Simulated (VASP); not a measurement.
## CdTe: single point with PBE

The system is CdTe.

```
Cd Te
1.0
     0.00000    3.27996    3.27996
     3.27996    0.00000    3.27996
     3.27996    3.27996    0.00000
Cd Te
1 1
Cartesian
  0.0000 0.0000 0.0000
  1.6400 1.6400 1.6400
```

| Item | Value |
| --- | --- |
| Program | VASP 6.6.1 |
| Task | single point |
| Functional | PBE |
| Potentials or basis | VASP PAW PBE potentials, release 64 (Cd, Te) |
| Cutoff | 520 eV |
| k mesh | 4 × 4 × 4 |
| Occupations | gaussian, width 0.01 eV |
| Spin | no spin polarisation |

```json
{"Pressure": "1.3 GPa", "Band gap on the k mesh": "0.65 eV, direct"}
```

Levels at points of the mesh, in eV from the valence-band top:
```tsv
k point	band 6	band 7	band 8	band 9	band 10	band 11	band 12	band 13
(0.00, 0.00, 0.00)	-7.97	0.00	0.00	0.00	0.65	4.61	4.61	4.61
(0.50, 0.00, 0.00)	-7.64	-4.23	-0.73	-0.73	1.77	5.18	5.18	7.04
(0.50, 0.50, 0.00)	-7.51	-4.15	-1.75	-1.75	2.66	2.67	8.65	8.93
```

Run time: 14 s on 1 thread of Intel Xeon 6975P-C, on a shared host, peak memory 0.2 GiB.

Caveat: spin-orbit coupling is left out, which moves the levels of the heavy elements. As with any semilocal functional, this PBE gap is likely too small.
